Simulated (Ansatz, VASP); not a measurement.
## Two plane-wave programs on Pd

File INCAR:

```
SYSTEM = Pd
  ALGO = Normal
  EDIFF = 1E-7
  ENCUT = 520
  GGA = PS
  ISIF = 2
  ISMEAR = 0
  LASPH = .True.
  LCHARG = .True.
  LELF = .True.
  LREAL = .False.
  LVHAR = .True.
  LWAVE = .False.
  NBANDS = 11
  NELM = 100
  PREC = Accurate
  SIGMA = 0.15
```

The input KPOINTS:

```
k-points
0
Gamma
  24 24 24
  0 0 0
```

The input POSCAR:

```
Pd
1.0
   -1.5722810000      1.5722810000      1.5722810000
    1.5722810000     -1.5722810000      1.5722810000
    1.5722810000      1.5722810000     -1.5722810000
Pd
1
Direct
    0.0000000000      0.0000000000      0.0000000000
```

Input for Ansatz:

```yaml
crystal:
  lattice:
    - [-1.572281, 1.572281, 1.572281]
    - [1.572281, -1.572281, 1.572281]
    - [1.572281, 1.572281, -1.572281]
  atoms:
    - { symbol: Pd, position: [0.0, 0.0, 0.0] }
basis:
  ecutwfc: 420
kpoints:
  mp_grid: { grid: [24, 24, 24] }
hamiltonian:
  xc: pbesol
scf:
  occupations: { method: gaussian, width: 0.15 }
output:
  forces: true
  stress: true
  eigenvalues: true
```

Alike in both runs: task single point; functional PBEsol; k mesh 24 × 24 × 24; occupations gaussian, width 0.15 eV; no spin polarisation.

|  | VASP | Ansatz |
| --- | --- | --- |
| version | VASP 6.6.1 | Ansatz 0.2.0 |
| potentials or method | VASP PAW PBE potentials, release 64 (Pd), cutoff 520 eV | scalar-relativistic, plane waves, PAW |
| valence electrons in the cell | 10 | 18 |

```csv
,VASP,Ansatz,Ansatz less VASP
gap on the k mesh at the Fermi level (eV),none,none,-
pressure (GPa),-10.1,-9.9,+0.28
```

VASP's potentials were made for PBE, not for PBEsol. A gap of «none» marks a metal or a gap that the smearing closes. VASP's potentials hold 10 valence electrons a cell and Ansatz's 18, so a difference there can come from the potentials and not from the codes.
